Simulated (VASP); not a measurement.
The system is MgO (dscan).

```xyz
2
Lattice="0.0000 2.1038 2.1038 2.1038 0.0000 2.1038 2.1038 2.1038 0.0000" Properties=species:S:1:pos:R:3 pbc="T T T"
Mg    0.0000    0.0000    0.0000
O     2.1038    2.1038    2.1038
```

Base run:

| Item | Value |
| --- | --- |
| Program | VASP 6.6.1 |
| Functional | r2SCAN |
| Potentials or basis | VASP PAW PBE potentials, release 64 (Mg, O) |
| Cutoff | 520 eV |
| k mesh | 8 × 8 × 8 |
| Occupations | gaussian, width 0.02 eV |
| Spin | no spin polarisation |

Its results: band gap on the k mesh 5.64 eV, direct; pressure -1.5 GPa.

Problem. The run is repeated on the same cell with these changes: potentials or basis from VASP PAW PBE potentials, release 64 (Mg, O) to VASP PAW PBE potentials, release 64 (Mg_sv, O); cutoff from 520 eV to 660 eV; further incar settings from ALGO = Normal; EDIFF = 1e-07; NBANDS = 11 to ALGO = Normal; EDIFF = 1e-06; NBANDS = 15; valence electrons from 8 to 16. What comes out?

Solution. Band gap on the k mesh 5.69 eV, direct; pressure -0.5 GPa.

Caveats: the PAW data sets were made with another functional, which shifts forces and pressure a little.

